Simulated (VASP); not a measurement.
A run of VASP 6.6.1:

File INCAR:

```
PREC     = Accurate       # precision mode
ENCUT    = 520            # plane-wave cutoff, eV
EDIFF    = 1E-6           # SCF threshold, eV
ISMEAR   = 0              # smearing method
SIGMA    = 0.15           # smearing width, eV
LREAL    = F              # projectors in reciprocal space
LASPH    = T              # aspherical terms in the spheres
NELM     = 100            # most SCF steps
ALGO     = Fast           # electronic algorithm
ISIF     = 2              # what is computed and relaxed
LWAVE    = F              # write WAVECAR
LCHARG   = F              # write CHGCAR
GGA      = PE             # functional
IVDW     = 12             # dispersion correction
NBANDS   = 18             # bands
```

File KPOINTS:

```
regular mesh
0
Gamma
  18 18 3
```

POSCAR

```
Al
1.0
   -2.8035700760      0.0000000000      0.0000000000
   -1.4017850380     -2.4279629071      0.0000000000
   -1.0902772518     -0.8093209690     14.0252688885
Al
6
Direct
    0.6481444444      0.6388833333      0.0833500000
    0.5740703704      0.5277722222      0.4166833333
    0.4999962963      0.4166611111      0.7500166667
    0.1296259259      0.0277722222      0.9166833333
    0.2777740741      0.2499944444      0.2500166667
    0.2037000000      0.1388833333      0.5833500000
```

Potentials or basis: VASP PAW PBE potentials, release 64 (Al).

Run with:

```sh
$ cat potpaw_PBE.64/Al/POTCAR > POTCAR
$ mpirun -np 1 vasp_std > vasp.out
```

Hardware: 1 thread of Intel(R) Xeon(R) 6975P-C (Granite Rapids), on a shared host.

Q: Estimate the wall time of this run.

A: Run time: 4.4 min on 1 thread of Intel(R) Xeon(R) 6975P-C (Granite Rapids) (shared host), peak memory 0.68 GiB. Counts: scf iterations 12, k points 488.
